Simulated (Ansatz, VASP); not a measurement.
GaP in VASP and in Ansatz

INCAR

```
SYSTEM = GaP
PREC     = Accurate       ! precision mode
ENCUT    = 500            ! plane-wave cutoff, eV
EDIFF    = 1E-6           ! SCF threshold, eV
ISMEAR   = 0              ! smearing method
SIGMA    = 0.01           ! smearing width, eV
LREAL    = .FALSE.        ! projectors in reciprocal space
LASPH    = .TRUE.         ! aspherical terms in the spheres
NELM     = 120            ! most SCF steps
ALGO     = Normal         ! electronic algorithm
ISIF     = 2              ! what is computed and relaxed
LWAVE    = .FALSE.        ! write WAVECAR
LCHARG   = .FALSE.        ! write CHGCAR
GGA      = PE             ! functional
NBANDS   = 16             ! bands
GGA_COMPAT= .FALSE.
```

File KPOINTS:

```
Automatic mesh
0
G
  8 8 8
  0 0 0
```

Contents of POSCAR:

```
GaP
1.0
    0.0000000000      2.7529819224      2.7529819224
    2.7529819224      0.0000000000      2.7529819224
    2.7529819224      2.7529819224      0.0000000000
Ga P
1 1
Direct
    0.0000000000      0.0000000000      0.0000000000
    0.2500000000      0.2500000000      0.2500000000
```

Input for Ansatz:

```yaml
crystal:
  lattice:
    - [0.0, 2.7529819224, 2.7529819224]
    - [2.7529819224, 0.0, 2.7529819224]
    - [2.7529819224, 2.7529819224, 0.0]
  atoms:
    - { symbol: Ga, position: [0.0, 0.0, 0.0] }
    - { symbol: P, position: [0.25, 0.25, 0.25] }
basis:
  ecutwfc: 420
kpoints:
  mp_grid: { grid: [8, 8, 8] }
  band_path:
    path:
      - [0.0, 0.0, 0.0]
      - [0.0, 0.0, 0.0]
      - [0.0, 0.0, 0.0]
      - [0.0, 0.0, 0.0]
      - [0.0, 0.0, 0.0]
      - [0.0, 0.0, 0.0]
      - [0.0, 0.0, 0.0]
      - [0.0, 0.0, 0.0]
      - [0.0, 0.0, 0.0]
      - [0.0, 0.0, 0.0]
      - [0.0, 0.0, 0.0]
      - [0.0, 0.0, 0.0]
      - [0.0, 0.0, 0.0]
      - [0.0, 0.0, 0.0]
      - [0.0, 0.0, 0.0]
      - [0.0, 0.0, 0.0]
      - [0.0, 0.0, 0.0]
      - [0.0, 0.0, 0.0]
      - [0.0, 0.0, 0.0]
      - [0.0, 0.0, 0.0]
      - [0.0, 0.0, 0.0]
      - [0.0, 0.0, 0.0]
      - [0.0, 0.0, 0.0]
      - [0.0, 0.0, 0.0]
      - [0.0, 0.0, 0.0]
      - [0.0, 0.0, 0.0]
      - [0.3, 0.3, 0.0]
      - [0.3166666667, 0.3166666667, 0.0]
      - [0.3333333333, 0.3333333333, 0.0]
      - [0.35, 0.35, 0.0]
      - [0.3666666667, 0.3666666667, 0.0]
      - [0.3833333333, 0.3833333333, 0.0]
      - [0.4, 0.4, 0.0]
      - [0.4166666667, 0.4166666667, 0.0]
      - [0.4333333333, 0.4333333333, 0.0]
      - [0.45, 0.45, 0.0]
      - [0.4666666667, 0.4666666667, 0.0]
      - [0.4833333333, 0.4833333333, 0.0]
      - [0.5, 0.5, 0.0]
      - [0.5, 0.5, 0.5]
      - [0.5, 0.5, 0.5]
      - [0.5, 0.5, 0.5]
      - [0.5, 0.5, 0.5]
      - [0.5, 0.5, 0.5]
      - [0.5, 0.5, 0.5]
      - [0.5, 0.5, 0.5]
      - [0.5, 0.5, 0.5]
      - [0.5, 0.5, 0.5]
      - [0.5, 0.5, 0.5]
      - [0.5, 0.5, 0.5]
      - [0.5, 0.5, 0.5]
      - [0.5, 0.5, 0.5]
    npoints: 1
hamiltonian:
  xc: pbe
  pseudopotentials: { kind: paw }
scf:
  occupations: { method: fixed }
  n_extra_bands: 5
output:
  eigenvalues: true
```

Alike in both runs: task single point; functional PBE; k mesh 8 × 8 × 8; no spin polarisation.

```csv
,VASP,Ansatz
version,VASP 6.6.1,Ansatz 0.2.0
potentials or method,"VASP PAW PBE potentials, release 64 (Ga_d, P), cutoff 500 eV","scalar-relativistic, plane waves, PAW"
occupations,"gaussian, width 0.01 eV",fixed
valence electrons in the cell,18,18
```

```csv
,VASP,Ansatz,Ansatz less VASP
gap on the k mesh at the Fermi level (eV),1.58,1.58,+0.003
least direct gap on the mesh (eV),1.58,1.58,+0.003
```
